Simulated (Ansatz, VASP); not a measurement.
## Two plane-wave programs on BaO

```xyz
2
Lattice="0.0000 2.6943 2.6943 2.6943 0.0000 2.6943 2.6943 2.6943 0.0000" Properties=species:S:1:pos:R:3 pbc="T T T"
Ba    0.0000    0.0000    0.0000
O     2.6943    2.6943    2.6943
```

Change from the starting cell: volume scaled by 0.9405, PAW files.

Alike in both runs: task electric field gradients; functional PBE; k mesh 8 × 8 × 8; occupations fermi-dirac, width 0.02 eV; no spin polarisation.

```csv
,VASP,Ansatz
version,VASP 6.6.1,Ansatz 0.2.0
potentials or method,"VASP PAW PBE potentials, release 64 (Ba_sv, O_h)","PAW with Ansatz's default frozen-core files, scalar-relativistic"
plane-wave cutoff (eV),1000,420
valence electrons in the cell,16,16
```

```csv
,VASP,Ansatz,Ansatz less VASP
gap on the k mesh at the Fermi level (eV),1.65,1.73,+0.077
```

With one functional, cell and mesh, what is left measures potentials, basis and numerics.

Neither program's run includes spin-orbit coupling.
